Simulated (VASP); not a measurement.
A run of VASP 6.6.1 is set up as follows.

File POSCAR:

```
Ti3Al4Ni
1.0
    5.8200008000      0.0000000000      0.0000000000
    0.0000000000      5.8200008000      0.0000000000
    0.0000000000      0.0000000000      3.6196499000
Ti Al Ni
3 4 1
Direct
    0.0000000000      0.0000000000      0.5000000000
    0.0000000000      0.5000000000      0.5000000000
    0.5000000000      0.0000000000      0.5000000000
    0.7314970000      0.7314970000      0.0000000000
    0.7314970000      0.2685030000      0.0000000000
    0.2685030000      0.7314970000      0.0000000000
    0.2685030000      0.2685030000      0.0000000000
    0.5000000000      0.5000000000      0.5000000000
```

Contents of INCAR.step1:

```
ALGO = Normal
EDIFF = 1E-4
ENCUT = 520
GGA = PE
ISMEAR = 0
LASPH = True
LCHARG = False
LREAL = False
LWAVE = True
NBANDS = 39
NELM = 80
PREC = Accurate
SIGMA = 0.1
```

File INCAR.step2:

```
ALGO = Normal
EDIFF = 1E-7
ENCUT = 520
ISIF = 2
ISMEAR = 0
ISTART = 1
LASPH = True
LCHARG = False
LMIXTAU = True
LREAL = False
LWAVE = False
METAGGA = R2SCAN
NBANDS = 39
NELM = 80
PREC = Accurate
SIGMA = 0.1
```

Contents of KPOINTS:

```
k-points
0
Gamma
  6 6 10
```

Potentials or basis: VASP PAW PBE potentials, release 64 (Ti_sv, Al, Ni).

The run is started by

```console
$ cat potpaw_PBE.64/Ti_sv/POTCAR potpaw_PBE.64/Al/POTCAR potpaw_PBE.64/Ni/POTCAR > POTCAR
$ cp INCAR.step1 INCAR
$ mpirun -np 1 vasp_std > vasp.out
$ cp INCAR.step2 INCAR
$ mpirun -np 1 vasp_std > vasp.out
```

Problem. What does it give for the largest force?

Solution. 0.101 eV/Å.

Problem. Estimate the pressure.

Solution. -1.9 GPa.

Problem. Predict the band gap on the k mesh.

Solution. Zero (bands 29 and 30 overlap by 0.93 eV).

Forces on the atoms (eV/Å):
```
Ti   0.000  0.000  0.000
Ti   0.000  0.000  0.000
Ti   0.000  0.000  0.000
Al  -0.072 -0.072  0.000
Al  -0.072  0.072  0.000
Al   0.072 -0.072  0.000
Al   0.072  0.072  0.000
Ni   0.000  0.000  0.000
```

Caveat: the PAW data sets were made with another functional, which shifts forces and pressure a little. Spin polarisation is off, so any magnetic state and its effect on volume and gap are missing.
